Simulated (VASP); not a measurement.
# Mg3MnF8 (Cmmm) in VASP: single point with PBEsol+U

Aim: the single point of Mg3MnF8 with PBEsol+U.

All numbers are computed with VASP 6.6.1; they aren't measurements. Logs are shortened: lines on timing, memory, paths and dates and some standing lists are left out, and cuts for length are marked.

### Step 1. The cell of the first run

The structure is orthorhombic, space group Cmmm (No. 65). The conventional cell has a = 6.538 Å, b = 6.538 Å, c = 6.104 Å, α = 90.00°, β = 90.00°, γ = 90.00°. Mn (site symmetry mmm) has 6 F at 2.05 to 2.09 Å within 2.7 Å. Within 2.6 Å of Mg (site symmetry mmm) lie 6 F at 1.96 to 1.97 Å. Mg (site symmetry mm2) has 6 F at 1.94 to 1.98 Å within 2.6 Å. Within 2.6 Å of F (site symmetry m2m) lie 2 Mg at 1.98 Å and 1 Mn at 2.05 Å and 1 F at 2.44 Å. Within 2.8 Å of F (site symmetry m2m) lie 3 Mg at 1.97 to 1.98 Å and 9 F at 2.60 to 2.78 Å. Within 3.0 Å of F (site symmetry m) lie 2 Mg at 1.94 to 1.96 Å and 1 Mn at 2.09 Å and 10 F at 2.65 to 2.93 Å.

### Step 2. Single point, PBEsol+U, collinear spin, ferromagnetic start

INCAR reads:

```
ALGO     = Normal         # electronic algorithm
EDIFF    = 1E-6           # SCF threshold, eV
ENCUT    = 600            # plane-wave cutoff, eV
GGA      = PS             # functional
GGA_COMPAT= F            
ISIF     = 2              # what is computed and relaxed
ISMEAR   = 0              # smearing method
ISPIN    = 2              # spin polarisation
LASPH    = T              # aspherical terms in the spheres
LCHARG   = T              # write CHGCAR
LDAU     = T              # DFT+U
LDAUJ    = 0 0 0        
LDAUL    = 2 -1 -1        # shell
LDAUPRINT= 1            
LDAUTYPE = 2            
LDAUU    = 3.5 0 0        # U, eV
LELF     = T              # ELF
LMAXMIX  = 4              # l up to which the mixer works
LORBIT   = 11             # projections on sites
LREAL    = F              # projectors in reciprocal space
LVHAR    = T            
LWAVE    = F              # write WAVECAR
MAGMOM   = 3.49 0 0 0 0.03 0 0 0 0.03 0 0 0 # initial moments
NBANDS   = 54             # bands
NELM     = 200            # most SCF steps
NUPDOWN  = 3.75           # fixed moment
PREC     = Accurate       # precision mode
SIGMA    = 0.05           # smearing width, eV
```

KPOINTS reads:

```
k-points
0
Gamma
  4 4 3
```

POSCAR reads:

```
Mg3MnF8
1.0
    4.6230000000      0.0000000000      0.0000000000
    0.0000000000      4.6230000000      0.0000000000
    0.0000000000      0.0000000000      6.1040000000
Mn Mg F
1 3 8
Direct
    0.0000000000      1.0000000000      0.0000000000
    0.0000000000      1.0000000000      0.5000000000
    0.5000000000      0.5000000000      0.2552391189
    0.5000000000      0.5000000000      0.7447608811
    0.3133754859      0.3133754859      0.0000000000
    0.3010885540      0.3010885540      0.5000000000
    0.2028913980      0.7971086020      0.2641117791
    0.2028913980      0.7971086020      0.7358882209
    0.6866245141      0.6866245141      0.0000000000
    0.6989114460      0.6989114460      0.5000000000
    0.7971086020      0.2028913980      0.2641117791
    0.7971086020      0.2028913980      0.7358882209
```

Potentials or basis: VASP PAW PBE potentials, release 64 (Mn_pv, Mg, F).

Run with:

```console
$ cat potpaw_PBE.64/Mn_pv/POTCAR potpaw_PBE.64/Mg/POTCAR potpaw_PBE.64/F/POTCAR > POTCAR
$ mpirun -np 1 vasp_std > vasp.out
```

OUTCAR:

```text
EDIFF = 1E-6
   ENCUT = 600
   GGA = PS
   ISIF = 2
   ISMEAR = 0
   ISPIN = 2
   LASPH = T
   LORBIT = 11
   LREAL = F
   NELM = 200
   NUPDOWN = 3.75
   PREC = Accurate

 ion  position               nearest neighbor table
   1  0.000  0.000  0.000-   5 2.05   9 2.05   8 2.09   7 2.09  11 2.09  12 2.09   2 3.05   2 3.05

   2  0.000  0.000  0.500-   7 1.96   8 1.96  11 1.96  12 1.96   6 1.97  10 1.97   1 3.05   1 3.05
                             4 3.59   3 3.59   3 3.59   4 3.59   3 3.59   4 3.59   3 3.59   4 3.59
   3  0.500  0.500  0.255-   7 1.94  11 1.94   9 1.98   5 1.98  10 1.98   6 1.98   4 2.99   4 3.12
                             2 3.59   2 3.59   2 3.59   2 3.59
   4  0.500  0.500  0.745-   8 1.94  12 1.94   9 1.98   5 1.98  10 1.98   6 1.98   3 2.99   3 3.12
                             2 3.59   2 3.59   2 3.59   2 3.59
   5  0.313  0.313  0.000-   3 1.98   4 1.98   1 2.05
   6  0.301  0.301  0.500-   2 1.97   3 1.98   4 1.98
   7  0.203  0.797  0.264-   3 1.94   2 1.96   1 2.09
   8  0.203  0.797  0.736-   4 1.94   2 1.96   1 2.09
   9  0.687  0.687  0.000-   3 1.98   4 1.98   1 2.05
  10  0.699  0.699  0.500-   2 1.97   3 1.98   4 1.98
  11  0.797  0.203  0.264-   3 1.94   2 1.96   1 2.09
  12  0.797  0.203  0.736-   4 1.94   2 1.96   1 2.09

  LATTYP: Found a simple tetragonal cell.
 ALAT       =     4.6230000000
 C/A-ratio  =     1.3203547480

  Lattice vectors:

 A1 = (   4.6230000000,   0.0000000000,   0.0000000000)
 A2 = (   0.0000000000,   4.6230000000,   0.0000000000)
 A3 = (   0.0000000000,   0.0000000000,   6.1040000000)

Analysis of symmetry for initial positions (statically):
=====================================================================
 Subroutine PRICEL returns:
 Original cell was already a primitive cell.

 Routine SETGRP: Setting up the symmetry group for a
 simple tetragonal supercell.

 Subroutine GETGRP returns: Found  8 space group operations
 (whereof  8 operations were pure point group operations)
 out of a pool of 16 trial point group operations.

The static configuration has the point symmetry D_2h.

Analysis of symmetry for dynamics (positions and initial velocities):
=====================================================================
 Subroutine PRICEL returns:
 Original cell was already a primitive cell.

 Routine SETGRP: Setting up the symmetry group for a
 simple tetragonal supercell.

 Subroutine GETGRP returns: Found  8 space group operations
 (whereof  8 operations were pure point group operations)
 out of a pool of 16 trial point group operations.

The dynamic configuration has the point symmetry D_2h.

Analysis of structural, dynamic, and magnetic symmetry:
=====================================================================
 Subroutine PRICEL returns:
 Original cell was already a primitive cell.

 Routine SETGRP: Setting up the symmetry group for a
 simple tetragonal supercell.

 Subroutine GETGRP returns: Found  8 space group operations
 (whereof  8 operations were pure point group operations)
 out of a pool of 16 trial point group operations.

The overall configuration has the point symmetry D_2h.

 Subroutine INISYM returns: Found  8 space group operations
 (whereof  8 operations are pure point group operations),
 and found     1 'primitive' translations

----------------------------------------------------------------------------------------

                                     Primitive cell

  volume of cell :     130.4555

  direct lattice vectors                    reciprocal lattice vectors
     4.623000000  0.000000000  0.000000000     0.216309756  0.000000000  0.000000000
     0.000000000  4.623000000  0.000000000     0.000000000  0.216309756  0.000000000
[... 141 lines left out ...]
spin component  1

  0.4696  0.0000  0.0776  0.0000  0.0000
  0.0000  0.9660  0.0000 -0.0200  0.0000
  0.0776  0.0000  0.9351  0.0000 -0.0000
  0.0000 -0.0200  0.0000  0.9660  0.0000
  0.0000  0.0000 -0.0000  0.0000  0.9459

spin component  2

  0.5449  0.0000  0.1565  0.0000 -0.0000
  0.0000  0.0443  0.0000 -0.0250  0.0000
  0.1565  0.0000  0.1131  0.0000  0.0000
  0.0000 -0.0250  0.0000  0.0443  0.0000
 -0.0000  0.0000  0.0000  0.0000  0.0168

 occupancies and eigenvectors

  o =  0.0168  v =  0.0000  0.0000  0.0000  0.0000  0.0000  0.0000  0.0000 -0.0000  0.0000  1.0000      0.0000  0.0000  0.0000  0.0000  0.0000  0.0000  0.0000  0.0000  0.0000  0.0000
  o =  0.0193  v =  0.0000  0.0000  0.0000  0.0000  0.0000  0.0000  0.7071  0.0000  0.7071 -0.0000      0.0000  0.0000  0.0000  0.0000  0.0000  0.0000  0.0000  0.0000  0.0000  0.0000
  o =  0.0624  v =  0.0000  0.0000  0.0000  0.0000  0.0000 -0.3085  0.0000  0.9512  0.0000  0.0000      0.0000  0.0000  0.0000  0.0000  0.0000  0.0000  0.0000  0.0000  0.0000  0.0000
  o =  0.0693  v =  0.0000  0.0000  0.0000  0.0000  0.0000  0.0000  0.7071  0.0000 -0.7071 -0.0000      0.0000  0.0000  0.0000  0.0000  0.0000  0.0000  0.0000  0.0000  0.0000  0.0000
  o =  0.4570  v =  0.9871  0.0000 -0.1603  0.0000 -0.0000  0.0000  0.0000  0.0000  0.0000  0.0000      0.0000  0.0000  0.0000  0.0000  0.0000  0.0000  0.0000  0.0000  0.0000  0.0000
  o =  0.5956  v =  0.0000  0.0000  0.0000  0.0000  0.0000 -0.9512 -0.0000 -0.3085  0.0000 -0.0000      0.0000  0.0000  0.0000  0.0000  0.0000  0.0000  0.0000  0.0000  0.0000  0.0000
  o =  0.9459  v =  0.0000 -0.0000  0.0000  0.0000  1.0000  0.0000  0.0000  0.0000  0.0000  0.0000      0.0000  0.0000  0.0000  0.0000  0.0000  0.0000  0.0000  0.0000  0.0000  0.0000
  o =  0.9460  v =  0.0000 -0.7071  0.0000 -0.7071 -0.0000  0.0000  0.0000  0.0000  0.0000  0.0000      0.0000  0.0000  0.0000  0.0000  0.0000  0.0000  0.0000  0.0000  0.0000  0.0000
  o =  0.9477  v =  0.1603  0.0000  0.9871  0.0000 -0.0000  0.0000  0.0000  0.0000  0.0000  0.0000      0.0000  0.0000  0.0000  0.0000  0.0000  0.0000  0.0000  0.0000  0.0000  0.0000
  o =  0.9860  v =  0.0000  0.7071  0.0000 -0.7071  0.0000  0.0000  0.0000  0.0000  0.0000  0.0000      0.0000  0.0000  0.0000  0.0000  0.0000  0.0000  0.0000  0.0000  0.0000  0.0000

 number of electron      75.0000010 magnetization       3.7499994

 Free energy of the ion-electron system (eV)
  ---------------------------------------------------
  ext. energy  EPLUGINS =         0.00000000
  ---------------------------------------------------
  free energy    TOTEN  =       -66.13762294 eV

  energy without entropy =      -66.12393581  energy(sigma->0) =      -66.13077938

 E-fermi :   4.6621     XC(G=0): -10.2673

 val. band max:        4.6569982718   @ k =   0.5000   0.2500   0.3333
 cond. band min:       3.4999361755   @ k =   0.2500   0.0000   0.0000
 fundamental gap:     -1.1570620963
 Fermi energy:         3.4889814299

 spin component 1

 k-point     1 :       0.0000    0.0000    0.0000
  band No.  band energies     occupation
      1     -46.2628      1.00000
      2     -46.0486      1.00000
      3     -45.2834      1.00000
      4     -21.6878      1.00000
      5     -21.1605      1.00000
      6     -20.9516      1.00000
[... 717 lines left out ...]
     48      12.0956      0.00000
     49      14.4180      0.00000
 Fermi energy:         4.6621277726

 spin component 2

 k-point     1 :       0.0000    0.0000    0.0000
  band No.  band energies     occupation
      1     -42.6993      1.00000
      2     -41.9294      1.00000
      3     -41.6810      1.00000
      4     -21.6646      1.00000
      5     -21.1425      1.00000
      6     -20.9429      1.00000
[... 717 lines left out ...]
     48      12.1627      0.00000
     49      14.6820      0.00000
 [bands above 49 left out]

------------------------ aborting loop because EDIFF is reached ----------------------------------------

  FORCE on cell =-STRESS in cart. coord.  units (eV):
  Direction    XX          YY          ZZ          XY          YZ          ZX
  --------------------------------------------------------------------------------------
  -------------------------------------------------------------------------------------
  Total        2.6056811      2.6056811      5.3486546     -0.7546429      0.0000000      0.0000000
  in kB       32.0014415     32.0014415     65.6890259     -9.2680795      0.0000000      0.0000000
  external PRESSURE =      43.2306363 kB  Pullay stress =       0.0000000 kB

 VOLUME and BASIS-vectors are now :
 -----------------------------------------------------------------------------
  energy-cutoff  :      600.00
  volume of cell :      130.46
      direct lattice vectors                 reciprocal lattice vectors
     4.623000000  0.000000000  0.000000000     0.216309756  0.000000000  0.000000000
     0.000000000  4.623000000  0.000000000     0.000000000  0.216309756  0.000000000
     0.000000000  0.000000000  6.104000000     0.000000000  0.000000000  0.163826999

 POSITION                                       TOTAL-FORCE (eV/Angst)
 -----------------------------------------------------------------------------------
      0.00000      0.00000      0.00000         0.000000     -0.000000      0.000000
      0.00000      0.00000      3.05200         0.000000     -0.000000      0.000000
      2.31150      2.31150      1.55798         0.000000     -0.000000      0.122864
      2.31150      2.31150      4.54602         0.000000     -0.000000     -0.122864
      1.44873      1.44873      0.00000        -0.440656     -0.440656      0.000000
      1.39193      1.39193      3.05200         0.015319      0.015319      0.000000
      0.93797      3.68503      1.61214        -0.037922      0.037922     -0.027554
      0.93797      3.68503      4.49186        -0.037922      0.037922      0.027554
      3.17427      3.17427      0.00000         0.440656      0.440656      0.000000
      3.23107      3.23107      3.05200        -0.015319     -0.015319      0.000000
      3.68503      0.93797      1.61214         0.037922     -0.037922     -0.027554
      3.68503      0.93797      4.49186         0.037922     -0.037922      0.027554
 -----------------------------------------------------------------------------------
    total drift:                                0.000000      0.000000      0.000000

  FREE ENERGIE OF THE ION-ELECTRON SYSTEM (eV)
  ---------------------------------------------------
  free  energy   TOTEN  =       -66.1376229432 eV

  energy  without entropy=      -66.1239358120  energy(sigma->0) =      -66.13077938

 total charge

# of ion       s       p       d       tot
------------------------------------------
    1        0.182   6.175   5.024  11.381
    2        0.135   0.175   0.088   0.398
    3        0.132   0.172   0.086   0.389
    4        0.132   0.172   0.086   0.389
    5        1.726   4.404   0.000   6.130
    6        1.724   4.426   0.000   6.150
    7        1.726   4.412   0.000   6.138
    8        1.726   4.412   0.000   6.138
    9        1.726   4.404   0.000   6.130
   10        1.724   4.426   0.000   6.150
   11        1.726   4.412   0.000   6.138
   12        1.726   4.412   0.000   6.138
--------------------------------------------------
tot         14.384  42.001   5.283  61.668

 magnetization (x)

# of ion       s       p       d       tot
------------------------------------------
    1        0.014   0.016   3.512   3.542
    2       -0.000   0.000  -0.000  -0.001
    3        0.001   0.001   0.000   0.002
    4        0.001   0.001   0.000   0.002
    5        0.001  -0.003   0.000  -0.003
    6        0.000   0.000   0.000   0.000
    7        0.002   0.015   0.000   0.017
    8        0.002   0.015   0.000   0.017
    9        0.001  -0.003   0.000  -0.003
   10        0.000   0.000   0.000   0.000
   11        0.002   0.015   0.000   0.017
   12        0.002   0.015   0.000   0.017
--------------------------------------------------
tot          0.023   0.071   3.512   3.607
```

Run time: 20 min. Hardware: 1 thread of Intel Xeon 8259CL, shared host; peak memory 0.45 GiB.

Results:

- Free energy: -66.1376 eV
- Pressure: 4.3 GPa
- Largest force: 0.623 eV/Å
- Net moment: 3.75 μB per cell
- Site moments: Mn +3.54; Mg -0.00, +0.00 (each value once); F -0.00, +0.00, +0.02 (each value once) μB
- Valence electrons inside the program's atomic spheres: Mn 11.38; Mg 0.40, 0.39 (each value once); F 6.13, 6.15, 6.14 (each value once)

Forces on the atoms (eV/Å):
```
Mn   0.000  0.000  0.000
Mg   0.000  0.000  0.000
Mg   0.000  0.000  0.123
Mg   0.000  0.000 -0.123
F   -0.441 -0.441  0.000
F    0.015  0.015  0.000
F   -0.038  0.038 -0.028
F   -0.038  0.038  0.028
F    0.441  0.441  0.000
F   -0.015 -0.015  0.000
F    0.038 -0.038 -0.028
F    0.038 -0.038  0.028
```

Stress tensor (GPa, compression positive):
```
 3.20 -0.93  0.00
-0.93  3.20  0.00
 0.00  0.00  6.57
```

Eigenvalues of the final occupation matrices:
| site | spin | trace | eigenvalues |
| --- | --- | --- | --- |
| site 1 d | 1 | 4.28 | 0.46 0.95 0.95 0.95 0.99 |
| site 1 d | 2 | 0.76 | 0.02 0.02 0.06 0.07 0.60 |

Caveat: the cell stands under pressure; the PAW data sets were made with another functional, which shifts forces and pressure a little; the total moment is fixed, so each spin has its own Fermi level; a cell with one magnetic atom can't hold antiferromagnetic order, which such compounds often take.
